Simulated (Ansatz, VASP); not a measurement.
## One calculation of SiC3, two programs

```
C Si
1.0
     1.41543    0.81720    4.67007
    -1.41543    0.81720    4.67007
     0.00000   -1.63440    4.67007
C Si
3 1
Cartesian
  1.4154 0.8172 4.7855
  0.0000 0.0000 6.8504
  0.0000 0.0000 5.3123
  0.0000 0.0000 12.2397
```

Alike in both runs: task single point; functional r2SCAN; k mesh 8 × 8 × 8; no spin polarisation.

|  | VASP | Ansatz |
| --- | --- | --- |
| version | VASP 6.6.1 | Ansatz 0.2.0 |
| potentials or method | VASP PAW PBE potentials, release 64 (C, Si) | plane waves, PAW |
| plane-wave cutoff (eV) | 520 | 500 |
| occupations | gaussian, width 0.01 eV | fixed |
| valence electrons in the cell | 16 | 16 |

Ansatz gave:

* gap on the k mesh at the Fermi level (eV): 1.90
* pressure (GPa): 0.0
* traceless stress, the component that is largest in VASP (GPa): -0.01
* rms of the force components (eV/Å): 0.001

**Question.** Estimate VASP's values.

**Answer.** gap on the k mesh at the Fermi level (eV): 1.90; pressure (GPa): 0.0; traceless stress, the component that is largest in VASP (GPa): -0.14; rms of the force components (eV/Å): 0.028.

VASP's potentials were made for PBE, not for r2SCAN. Atom by atom the forces differ by 0.027 eV/Å (rms over components).
